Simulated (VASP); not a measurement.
Here is a VASP 6.6.1 calculation.

The input POSCAR:

```
SnSe
1.0
    0.0000000000      3.0100000000      3.0100000000
    3.0100000000      0.0000000000      3.0100000000
    3.0100000000      3.0100000000      0.0000000000
Sn Se
1 1
Direct
    0.0000000000      0.0000000000      0.0000000000
    0.5000000000      0.5000000000      0.5000000000
```

File INCAR.step1:

```
SYSTEM = SnSe
PREC = Accurate ; ENCUT = 600
ISMEAR = -1 ; SIGMA = 0.05
LREAL = .False. ; LASPH = .True.
NELM = 80 ; GGA = PE
ALGO = Normal ; EDIFF = 1E-4
LWAVE = .True. ; LCHARG = .False.
```

File INCAR.step2:

```
SYSTEM = SnSe
PREC = Accurate ; ENCUT = 600
EDIFF = 1E-7 ; ISMEAR = -1
SIGMA = 0.05 ; LREAL = .False.
LASPH = .True. ; NELM = 80
ALGO = Normal ; ISIF = 3
LWAVE = .False. ; LCHARG = .False.
METAGGA = R2SCAN ; LMIXTAU = .True.
IVDW = 12 ; IBRION = 2
NSW = 60 ; EDIFFG = -0.01
VDW_S6 = 1.0 ; VDW_S8 = 0.78981345
VDW_A1 = 0.49484001 ; VDW_A2 = 5.73083694
ISTART = 1
```

KPOINTS

```
regular mesh
0
Gamma
  8 8 8
  0 0 0
```

Potentials or basis: VASP PAW PBE potentials, release 64 (Sn_d, Se).

Run with:

```sh
$ cat potpaw_PBE.64/Sn_d/POTCAR potpaw_PBE.64/Se/POTCAR > POTCAR
$ cp INCAR.step1 INCAR
$ mpirun -np 1 vasp_std > vasp.out
$ cp INCAR.step2 INCAR
$ mpirun -np 1 vasp_std > vasp.out
```

Q: Predict the relaxed volume.

A: 26.71 Å³/atom.

Q: What does it give for the band gap on the k mesh?

A: 0.55 eV.

Q: What does it give for the space group after relaxing (to 0.1 Å)?

A: Fm-3m (No. 225).

Q: Estimate the relaxed cell.

A: a = 4.228 Å, b = 4.228 Å, c = 4.228 Å, α = 60.00°, β = 60.00°, γ = 60.00°.

Final structure:
```xyz
2
Lattice="0.0000 2.9894 2.9894 2.9894 0.0000 2.9894 2.9894 2.9894 0.0000" Properties=species:S:1:pos:R:3 pbc="T T T"
Sn    0.0000    0.0000    0.0000
Se    2.9894    2.9894    2.9894
```

Caveat: semilocal functionals underestimate gaps, and a narrow one can read as zero; the PAW data sets were made with another functional, which shifts forces and pressure a little; spin-orbit coupling is left out, which moves the levels of the heavy elements. A k mesh can miss the band edges.
